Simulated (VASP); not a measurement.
# NiO (Fm-3m) in VASP: a series of runs

The runs below take NiO through single point, with PBEsol.

Everything below comes from runs of VASP 6.6.1. Logs are shortened: lines on timing, memory, paths and dates and some standing lists are left out, and cuts for length are marked.

## 1. The cell of the first run

The structure is cubic, space group Fm-3m (No. 225). Conventional cell: a = 3.944 Å, b = 3.944 Å, c = 3.944 Å, α = 90.00°, β = 90.00°, γ = 90.00°. Within 2.6 Å of Ni (site symmetry m-3m) lie 6 O at 1.97 Å. O (site symmetry m-3m) has 6 Ni at 1.97 Å within 2.6 Å.

## 2. Single point, PBEsol, collinear spin, ferromagnetic start (7.67 Å³/atom)

Input file INCAR:

```
SYSTEM = NiO
PREC = Accurate
ENCUT = 520
EDIFF = 1E-7
ISMEAR = 0
SIGMA = 0.1
LREAL = .FALSE.
LASPH = .TRUE.
NELM = 150
ALGO = Normal
ISIF = 2
LWAVE = .FALSE.
LCHARG = .TRUE.
ISPIN = 2
MAGMOM = 1.14 0.2
LORBIT = 11
LMAXMIX = 4
GGA = PS
LELF = .TRUE.
LVHAR = .TRUE.
NBANDS = 19
```

Input file KPOINTS:

```
Automatic mesh
0
G
  18 18 18
  0 0 0
```

Input file POSCAR:

```
NiO
1.0
    0.0000000000      1.9722018246      1.9722018246
    1.9722018246      0.0000000000      1.9722018246
    1.9722018246      1.9722018246      0.0000000000
Ni O
1 1
Direct
    0.0000000000      0.0000000000      0.0000000000
    0.5000000000      0.5000000000      0.5000000000
```

Potentials or basis: VASP PAW PBE potentials, release 64 (Ni, O).

Command:

```bash
cat potpaw_PBE.64/Ni/POTCAR potpaw_PBE.64/O/POTCAR > POTCAR
mpirun -np 1 vasp_std > vasp.out
```

OUTCAR:

```text
SYSTEM = NiO
   PREC = Accurate
   ENCUT = 520
   EDIFF = 1E-7
   ISMEAR = 0
   LREAL = .FALSE.
   LASPH = .TRUE.
   NELM = 150
   ISIF = 2
   ISPIN = 2
   LORBIT = 11
   GGA = PS

 ion  position               nearest neighbor table
   1  0.000  0.000  0.000-   2 1.97   2 1.97   2 1.97   2 1.97   2 1.97   2 1.97
   2  0.500  0.500  0.500-   1 1.97   1 1.97   1 1.97   1 1.97   1 1.97   1 1.97

  LATTYP: Found a face centered cubic cell.
 ALAT       =     3.9444036492

  Lattice vectors:

 A1 = (   0.0000000000,   1.9722018246,   1.9722018246)
 A2 = (   1.9722018246,   0.0000000000,   1.9722018246)
 A3 = (   1.9722018246,   1.9722018246,   0.0000000000)

Analysis of symmetry for initial positions (statically):
=====================================================================
 Subroutine PRICEL returns:
 Original cell was already a primitive cell.

 Routine SETGRP: Setting up the symmetry group for a
 face centered cubic supercell.

 Subroutine GETGRP returns: Found 48 space group operations
 (whereof 48 operations were pure point group operations)
 out of a pool of 48 trial point group operations.

The static configuration has the point symmetry O_h .

Analysis of symmetry for dynamics (positions and initial velocities):
=====================================================================
 Subroutine PRICEL returns:
 Original cell was already a primitive cell.

 Routine SETGRP: Setting up the symmetry group for a
 face centered cubic supercell.

 Subroutine GETGRP returns: Found 48 space group operations
 (whereof 48 operations were pure point group operations)
 out of a pool of 48 trial point group operations.

The dynamic configuration has the point symmetry O_h .

Analysis of structural, dynamic, and magnetic symmetry:
=====================================================================
 Subroutine PRICEL returns:
 Original cell was already a primitive cell.

 Routine SETGRP: Setting up the symmetry group for a
 face centered cubic supercell.

 Subroutine GETGRP returns: Found 48 space group operations
 (whereof 48 operations were pure point group operations)
 out of a pool of 48 trial point group operations.

The overall configuration has the point symmetry O_h .

 Subroutine INISYM returns: Found 48 space group operations
 (whereof 48 operations are pure point group operations),
 and found     1 'primitive' translations

----------------------------------------------------------------------------------------

                                     Primitive cell

  volume of cell :      15.3421

  direct lattice vectors                    reciprocal lattice vectors
     0.000000000  1.972201825  1.972201825    -0.253523749  0.253523749  0.253523749
     1.972201825  0.000000000  1.972201825     0.253523749 -0.253523749  0.253523749
     1.972201825  1.972201825  0.000000000     0.253523749  0.253523749 -0.253523749

  length of vectors
     2.789114568  2.789114568  2.789114568     0.439116014  0.439116014  0.439116014

  position of ions in fractional coordinates (direct lattice)
     0.000000000  0.000000000  0.000000000
     0.500000000  0.500000000  0.500000000

  ion indices of the primitive-cell ions
   primitive index   ion index
                 1           1
                 2           2

----------------------------------------------------------------------------------------

 KPOINTS: Automatic mesh

Automatic generation of k-mesh.
 Grid dimensions read from file:
 generate k-points for:   18   18   18

 Generating k-lattice:

  Cartesian coordinates                     Fractional coordinates (reciprocal lattice)
    -0.014084653  0.014084653  0.014084653     0.055555556  0.000000000  0.000000000
     0.014084653 -0.014084653  0.014084653     0.000000000  0.055555556  0.000000000
     0.014084653  0.014084653 -0.014084653     0.000000000  0.000000000  0.055555556

  Length of vectors
     0.024395334  0.024395334  0.024395334

  Shift w.r.t. Gamma in fractional coordinates (k-lattice)
     0.000000000  0.000000000  0.000000000

 Subroutine IBZKPT returns following result:
 ===========================================

 Found    195 irreducible k-points:

 Following reciprocal coordinates:
            Coordinates               Weight
  0.000000  0.000000  0.000000      1.000000
  0.055556  0.000000  0.000000      8.000000
  0.111111  0.000000  0.000000      8.000000
  0.166667  0.000000  0.000000      8.000000
  0.222222  0.000000  0.000000      8.000000
  0.277778  0.000000  0.000000      8.000000
[... 16 lines left out ...]
 -0.277778  0.055556  0.000000     24.000000
 -0.222222  0.055556  0.000000     24.000000
 [... further k-points ...]
   k-points           NKPTS =    195   k-points in BZ     NKDIM =    195   number of bands    NBANDS=     19
   number of dos      NEDOS =    301   number of ions     NIONS =      2
   total plane-waves  NPLWV =  13824
   dimension x,y,z NGX =    24 NGY =   24 NGZ =   24
   dimension x,y,z NGXF=    48 NGYF=   48 NGZF=   48
   ions per type =               1   1
   NGX,Y,Z   is equivalent  to a cutoff of  14.31, 14.31, 14.31 a.u.
   NGXF,Y,Z  is equivalent  to a cutoff of  28.61, 28.61, 28.61 a.u.
 SYSTEM =  NiO
   PREC   = accura    normal or accurate (medium, high low for compatibility)
   ISTART =      0    job   : 0-new  1-cont  2-samecut
   ICHARG =      2    charge: 1-file 2-atom 10-const
   ISPIN  =      2    spin polarized calculation?
   LNONCOLLINEAR =      F non collinear calculations
   LSORBIT =      F    spin-orbit coupling
   LASPH  =      T    aspherical Exc in radial PAW
   ENCUT  =  520.0 eV  38.22 Ry    6.18 a.u.   5.19  5.19  5.19*2*pi/ulx,y,z
   NELM   =    150;   NELMIN=  2; NELMDL= -5     # of ELM steps
   EDIFF  = 0.1E-06   stopping-criterion for ELM
   LREAL  =      F    real-space projection
   EDIFFG = 0.1E-05   stopping-criterion for IOM
   NSW    =      0    number of steps for IOM
   IBRION =     -1    ionic relax: 0-MD 1-quasi-New 2-CG
   NFREE  =      0    steps in history (QN), initial steepest desc. (CG)
   ISIF   =      2    stress and relaxation
   ISYM   =      2    0-nonsym 1-usesym 2-fastsym
   POTIM  = 0.5000    time-step for ionic-motion
   TEBEG  =    0.0;   TEEND  =   0.0 temperature during run
   PSTRESS=    0.0 pullay stress
   NELECT =      16.0000    total number of electrons
   NUPDOWN=      -1.0000    fix difference up-down
   EMIN   =  10.00;   EMAX   =-10.00  energy-range for DOS
   EFERMI =   0.00;   METHOD = LEGACY
   ISMEAR =     0;   SIGMA  =   0.10  broadening in eV -4-tet -1-fermi 0-gaus
   EFERMI_NEDOS =   21; number of points for ismear=-14 and -15
   IALGO  =     38    algorithm
   IMIX   =      4    mixing-type and parameters
     AMIX     =   0.40;   BMIX     =  1.00
     AMIX_MAG =   1.60;   BMIX_MAG =  1.00
  volume/ion in A,a.u.               =       7.67        51.77
  Fermi-wavevector in a.u.,A,eV,Ry     =   1.660173  3.137273 37.500051  2.756176
  Thomas-Fermi vector in A             =   2.747455
   LORBIT       =     11    0 simple, 1 ext, 2 COOP (PROOUT), +10 PAW based schemes
   GGA     = PS    functional components
   LHFCALC =     F    Hartree Fock is set to
   AEXX    =    0.0000 exact exchange contribution
   IVDW    =     0    specifies the selected vdW correction
   LEPSILON=     F    determine dielectric tensor
   LRPA    =     F    only Hartree local field effects (RPA)
 spin polarized calculation
 Gauss-broadening in eV      SIGMA  =   0.10
  energy-cutoff  :      520.00
  volume of cell :       15.34
 maximum number of plane-waves:       432
 NGX is ok and might be reduce to    24
   NGX = 11   NGY = 11   NGZ = 11

 number of electron      15.9999996 magnetization       0.1557346

 Free energy of the ion-electron system (eV)
  ---------------------------------------------------
  ext. energy  EPLUGINS =         0.00000000
  ---------------------------------------------------
  free energy    TOTEN  =       -12.21431063 eV

  energy without entropy =      -12.20696653  energy(sigma->0) =      -12.21063858

 E-fermi :  10.5274     XC(G=0): -13.9824

 val. band max:       10.5249141339   @ k =   0.2222   0.0556   0.0000
 cond. band min:      10.5294203020   @ k =   0.2778   0.0556   0.0000
 fundamental gap:      0.0045061681
 Fermi energy:        10.5273814318

 spin component 1

 k-point     1 :       0.0000    0.0000    0.0000
  band No.  band energies     occupation
      1     -11.7186      1.00000
      2       6.6008      1.00000
      3       6.6008      1.00000
      4       6.6008      1.00000
      5       7.9722      1.00000
      6       7.9723      1.00000
[... 11 lines left out ...]
     18      38.8300      0.00000
     19      38.8300      0.00000
[... 485 lines left out ...]
 k-point    24 :      -0.2222    0.0556    0.0000
  band No.  band energies     occupation
      1     -10.8803      1.00000
      2       3.1235      1.00000
      3       4.5776      1.00000
      4       4.8091      1.00000
      5       8.4289      1.00000
      6       8.5564      1.00000
[... 11 lines left out ...]
     18      44.3007      0.00000
     19      45.7615      0.00000

 [... further k-points ...]

 spin component 2

 k-point     1 :       0.0000    0.0000    0.0000
  band No.  band energies     occupation
      1     -11.6862      1.00000
      2       6.6391      1.00000
      3       6.6391      1.00000
      4       6.6391      1.00000
      5       8.0549      1.00000
      6       8.0549      1.00000
[... 11 lines left out ...]
     18      38.8886      0.00000
     19      38.8886      0.00000
[... 485 lines left out ...]
 k-point    24 :      -0.2222    0.0556    0.0000
  band No.  band energies     occupation
      1     -10.8466      1.00000
      2       3.1628      1.00000
      3       4.6621      1.00000
      4       4.8781      1.00000
      5       8.5193      1.00000
      6       8.6622      1.00000
[... 11 lines left out ...]
     18      44.3503      0.00000
     19      45.8164      0.00000

 [... further k-points ...]

------------------------ aborting loop because EDIFF is reached ----------------------------------------

  FORCE on cell =-STRESS in cart. coord.  units (eV):
  Direction    XX          YY          ZZ          XY          YZ          ZX
  --------------------------------------------------------------------------------------
  -------------------------------------------------------------------------------------
  Total        3.2998676      3.2998676      3.2998676      0.0000000     -0.0000000      0.0000000
  in kB      344.6061545    344.6061545    344.6061545      0.0000000     -0.0000000      0.0000000
  external PRESSURE =     344.6061545 kB  Pullay stress =       0.0000000 kB

 VOLUME and BASIS-vectors are now :
 -----------------------------------------------------------------------------
  energy-cutoff  :      520.00
  volume of cell :       15.34
      direct lattice vectors                 reciprocal lattice vectors
     0.000000000  1.972201825  1.972201825    -0.253523749  0.253523749  0.253523749
     1.972201825  0.000000000  1.972201825     0.253523749 -0.253523749  0.253523749
     1.972201825  1.972201825  0.000000000     0.253523749  0.253523749 -0.253523749

 POSITION                                       TOTAL-FORCE (eV/Angst)
 -----------------------------------------------------------------------------------
      0.00000      0.00000      0.00000         0.000000      0.000000      0.000000
      1.97220      1.97220      1.97220        -0.000000     -0.000000     -0.000000
 -----------------------------------------------------------------------------------
    total drift:                                0.000000     -0.000000     -0.000000

  FREE ENERGIE OF THE ION-ELECTRON SYSTEM (eV)
  ---------------------------------------------------
  free  energy   TOTEN  =       -12.2143106263 eV

  energy  without entropy=      -12.2069665339  energy(sigma->0) =      -12.21063858

 total charge

# of ion       s       p       d       tot
------------------------------------------
    1        0.399   0.554   8.489   9.442
    2        1.569   3.443   0.000   5.012
--------------------------------------------------
tot          1.968   3.997   8.489  14.454

 magnetization (x)

# of ion       s       p       d       tot
------------------------------------------
    1        0.002   0.002   0.129   0.133
    2        0.004   0.014   0.000   0.018
--------------------------------------------------
tot          0.006   0.016   0.129   0.152
```

Wall time 5.3 min (1 thread of Intel Xeon 8259CL, shared host); peak memory 0.22 GiB.

Results:

| Quantity | Value |
| --- | --- |
| Free energy | -12.2143 eV |
| Pressure | 34.5 GPa |
| Net moment | 0.16 μB per cell |
| Site moments | Ni +0.13; O +0.02 μB |
| Valence electrons inside the program's atomic spheres | Ni 9.44; O 5.01 |

Caveat: the cell stands under pressure; the PAW data sets were made with another functional, which shifts forces and pressure a little; semilocal functionals often make such compounds metallic where correlation or magnetic order opens a gap, which also shifts bond lengths.

## 3. Single point, PBEsol, collinear spin, ferromagnetic start (7.93 Å³/atom)

This run uses another cell than the first one, of 7.93 Å³/atom.

Input file INCAR:

```
SYSTEM = NiO
PREC     = Accurate       ! precision mode
ENCUT    = 520            ! plane-wave cutoff, eV
EDIFF    = 1E-6           ! SCF threshold, eV
ISMEAR   = 0              ! smearing method
SIGMA    = 0.1            ! smearing width, eV
LREAL    = .FALSE.        ! projectors in reciprocal space
LASPH    = .TRUE.         ! aspherical terms in the spheres
NELM     = 150            ! most SCF steps
ALGO     = Normal         ! electronic algorithm
ISIF     = 2              ! what is computed and relaxed
LWAVE    = .FALSE.        ! write WAVECAR
LCHARG   = .FALSE.        ! write CHGCAR
ISPIN    = 2              ! spin polarisation
MAGMOM   = 1.14 0.2       ! initial moments
LORBIT   = 11             ! projections on sites
LMAXMIX  = 4              ! l up to which the mixer works
GGA      = PS             ! functional
NBANDS   = 19             ! bands
```

Input file KPOINTS:

```
regular mesh
0
G
  18 18 18
  0 0 0
```

Input file POSCAR:

```
NiO
1.0
    0.0000000000      1.9943632506      1.9943632506
    1.9943632506      0.0000000000      1.9943632506
    1.9943632506      1.9943632506      0.0000000000
Ni O
1 1
Direct
    0.0000000000      0.0000000000      0.0000000000
    0.5000000000      0.5000000000      0.5000000000
```

Potentials or basis: VASP PAW PBE potentials, release 64 (Ni, O).

Command:

```bash
cat potpaw_PBE.64/Ni/POTCAR potpaw_PBE.64/O/POTCAR > POTCAR
mpirun -np 1 vasp_std > vasp.out
```

OUTCAR:

```text
SYSTEM = NiO
   PREC = Accurate
   ENCUT = 520
   EDIFF = 1E-6
   ISMEAR = 0
   LREAL = .FALSE.
   LASPH = .TRUE.
   NELM = 150
   ISIF = 2
   ISPIN = 2
   LORBIT = 11
   GGA = PS

 ion  position               nearest neighbor table
   1  0.000  0.000  0.000-   2 1.99   2 1.99   2 1.99   2 1.99   2 1.99   2 1.99
   2  0.500  0.500  0.500-   1 1.99   1 1.99   1 1.99   1 1.99   1 1.99   1 1.99

  LATTYP: Found a face centered cubic cell.
 ALAT       =     3.9887265012

  Lattice vectors:

 A1 = (   0.0000000000,   1.9943632506,   1.9943632506)
 A2 = (   1.9943632506,   0.0000000000,   1.9943632506)
 A3 = (   1.9943632506,   1.9943632506,   0.0000000000)

Analysis of symmetry for initial positions (statically):
=====================================================================
 Subroutine PRICEL returns:
 Original cell was already a primitive cell.

 Routine SETGRP: Setting up the symmetry group for a
 face centered cubic supercell.

 Subroutine GETGRP returns: Found 48 space group operations
 (whereof 48 operations were pure point group operations)
[... 1246 lines left out ...]
     19      44.4543      0.00000

 [... further k-points ...]

------------------------ aborting loop because EDIFF is reached ----------------------------------------

  FORCE on cell =-STRESS in cart. coord.  units (eV):
  Direction    XX          YY          ZZ          XY          YZ          ZX
  --------------------------------------------------------------------------------------
  -------------------------------------------------------------------------------------
  Total        2.2309103      2.2309103      2.2309103      0.0000000      0.0000000      0.0000000
  in kB      225.2941407    225.2941407    225.2941407      0.0000000      0.0000000      0.0000000
  external PRESSURE =     225.2941407 kB  Pullay stress =       0.0000000 kB

 VOLUME and BASIS-vectors are now :
 -----------------------------------------------------------------------------
  energy-cutoff  :      520.00
  volume of cell :       15.87
      direct lattice vectors                 reciprocal lattice vectors
     0.000000000  1.994363251  1.994363251    -0.250706585  0.250706585  0.250706585
     1.994363251  0.000000000  1.994363251     0.250706585 -0.250706585  0.250706585
     1.994363251  1.994363251  0.000000000     0.250706585  0.250706585 -0.250706585

 POSITION                                       TOTAL-FORCE (eV/Angst)
 -----------------------------------------------------------------------------------
      0.00000      0.00000      0.00000        -0.000000     -0.000000      0.000000
      1.99436      1.99436      1.99436         0.000000      0.000000     -0.000000
 -----------------------------------------------------------------------------------
    total drift:                                0.000000     -0.000000     -0.000000

  FREE ENERGIE OF THE ION-ELECTRON SYSTEM (eV)
  ---------------------------------------------------
  free  energy   TOTEN  =       -12.3072857803 eV

  energy  without entropy=      -12.3000585236  energy(sigma->0) =      -12.30367215

 total charge

# of ion       s       p       d       tot
------------------------------------------
    1        0.384   0.518   8.455   9.357
    2        1.569   3.420   0.000   4.989
--------------------------------------------------
tot          1.953   3.938   8.455  14.346

 magnetization (x)

# of ion       s       p       d       tot
------------------------------------------
    1        0.003   0.003   0.166   0.171
    2        0.005   0.019   0.000   0.024
--------------------------------------------------
tot          0.008   0.022   0.166   0.195
```

Wall time 8 min (1 thread of Intel Xeon 8259CL, shared host); peak memory 0.23 GiB.

What came out:

```
Free energy                                           : -12.3073 eV
Pressure                                              : 22.5 GPa
Net moment                                            : 0.21 μB per cell
Site moments                                          : Ni +0.17; O +0.02 μB
Valence electrons inside the program's atomic spheres : Ni 9.36; O 4.99
```

Caveat: the cell stands under pressure; the PAW data sets were made with another functional, which shifts forces and pressure a little; semilocal functionals often make such compounds metallic where correlation or magnetic order opens a gap, which also shifts bond lengths. With open d or f shells a metallic result of PBEsol can be an artefact of self-interaction; +U or a hybrid may open a gap.
